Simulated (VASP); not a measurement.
Wanted: the native input for a VASP 6.6.1 run.

| Quantity | Value |
| --- | --- |
| Task | single point |
| Functional | r2SCAN |
| Potentials or basis | VASP PAW PBE potentials, release 64 (Ga_d) |
| Cutoff | 520 eV |
| k mesh | 18 × 18 × 16 |
| Occupations | gaussian, width 0.15 eV |
| Spin | no spin polarisation |
| Dipole correction | no |
| Further INCAR settings | ALGO = Normal; EDIFF = 1e-06; NBANDS = 20 |

The system is Ga.

```xyz
2
Lattice="1.4754 -4.1361 0.0000 1.4754 4.1361 0.0000 0.0000 0.0000 3.1700" Properties=species:S:1:pos:R:3 pbc="T T T"
Ga    1.4754   -3.0359    0.7925
Ga    1.4754    3.0359    2.3775
```

This cell differs from its parent crystal: strain +0.0175 x Voigt [1, 1, 0, 0, 0, 0].

The input as run:

POSCAR

```
Ga
1.0
    1.4753750000     -4.1361375000      0.0000000000
    1.4753750000      4.1361375000      0.0000000000
    0.0000000000      0.0000000000      3.1700000000
Ga
2
Direct
    0.8670000000      0.1330000000      0.2500000000
    0.1330000000      0.8670000000      0.7500000000
```

INCAR.step1

```
SYSTEM = Ga
  PREC = Accurate
  ENCUT = 520
  ISMEAR = 0
  SIGMA = 0.15
  LREAL = .FALSE.
  LASPH = .TRUE.
  NELM = 60
  NBANDS = 20
  GGA = PE
  ALGO = Normal
  EDIFF = 1E-4
  LWAVE = .TRUE.
  LCHARG = .FALSE.
```

INCAR.step2

```
SYSTEM = Ga
  PREC = Accurate
  ENCUT = 520
  EDIFF = 1E-6
  ISMEAR = 0
  SIGMA = 0.15
  LREAL = .FALSE.
  LASPH = .TRUE.
  NELM = 60
  ALGO = Normal
  ISIF = 2
  LWAVE = .FALSE.
  LCHARG = .TRUE.
  METAGGA = R2SCAN
  LMIXTAU = .TRUE.
  LELF = .TRUE.
  LVHAR = .TRUE.
  NBANDS = 20
  ISTART = 1
```

KPOINTS

```
Automatic mesh
0
G
  18 18 16
  0 0 0
```

Potentials or basis: VASP PAW PBE potentials, release 64 (Ga_d).

Command:

```bash
$ cat potpaw_PBE.64/Ga_d/POTCAR > POTCAR
$ cp INCAR.step1 INCAR
$ mpirun -np 1 vasp_std > vasp.out
$ cp INCAR.step2 INCAR
$ mpirun -np 1 vasp_std > vasp.out
```

It gave:

```
Pressure               : -3.0 GPa
Largest force          : 0.222 eV/Å
Band gap on the k mesh : zero (bands 13 and 14 overlap by 9.81 eV)
```

Caveat: the cell differs from its parent crystal (strain +0.0175 x Voigt [1, 1, 0, 0, 0, 0]); the PAW data sets were made with another functional, which shifts forces and pressure a little.

Run time: 81 min on 1 thread of Oxide Virtual Turin-like Processor, with other jobs on the host, peak memory 0.55 GiB.
